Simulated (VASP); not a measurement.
Wanted: the native input for a VASP 6.6.1 run.

```yaml
Task: single point
Functional: r2SCAN
Potentials_or_basis: VASP PAW PBE potentials, release 64 (Ag)
Cutoff: 520 eV
k_mesh: 20 × 20 × 20
Occupations: gaussian, width 0.15 eV
Spin: no spin polarisation
Dipole_correction: no
Further_INCAR_settings: ALGO = Normal; EDIFF = 1e-07; NBANDS = 12
```

The system is Ag.

```
Ag
1.0
    -1.65565    1.65565    1.61426
     1.65565   -1.65565    1.61426
     1.65565    1.65565   -1.61426
Ag
1
Direct
  0.00000 0.00000 0.00000
```

This cell differs from its parent crystal: strain +0.000 along x and y, -0.025 along z.

The input as run:

POSCAR

```
Ag
1.0
   -1.6556540000      1.6556540000      1.6142626500
    1.6556540000     -1.6556540000      1.6142626500
    1.6556540000      1.6556540000     -1.6142626500
Ag
1
Direct
    0.0000000000      0.0000000000      0.0000000000
```

INCAR.step1

```
PREC = Accurate ; ENCUT = 520
ISMEAR = 0 ; SIGMA = 0.15
LREAL = F ; LASPH = T
NELM = 60 ; NBANDS = 12
GGA = PE ; ALGO = Normal
EDIFF = 1E-4 ; LWAVE = T
LCHARG = F
```

INCAR.step2

```
PREC = Accurate ; ENCUT = 520
EDIFF = 1E-7 ; ISMEAR = 0
SIGMA = 0.15 ; LREAL = F
LASPH = T ; NELM = 60
ALGO = Normal ; ISIF = 2
LWAVE = F ; LCHARG = T
METAGGA = R2SCAN ; LMIXTAU = T
LELF = T ; LVHAR = T
NBANDS = 12 ; ISTART = 1
```

KPOINTS

```
Automatic mesh
0
Gamma
  20 20 20
```

Potentials or basis: VASP PAW PBE potentials, release 64 (Ag).

Run with:

```console
$ cat potpaw_PBE.64/Ag/POTCAR > POTCAR
$ cp INCAR.step1 INCAR
$ mpirun -np 1 vasp_std > vasp.out
$ cp INCAR.step2 INCAR
$ mpirun -np 1 vasp_std > vasp.out
```

Results of the run:

| Item | Value |
| --- | --- |
| Pressure | -1.3 GPa |

Caveat: the cell differs from its parent crystal (strain +0.000 along x and y, -0.025 along z); the PAW data sets were made with another functional, which shifts forces and pressure a little.

Wall time 5.8 min on 1 thread of Intel(R) Xeon(R) Platinum 8259CL CPU @ 2.50GHz (Skylake/Cascade Lake) (shared host), peak memory 0.25 GiB.
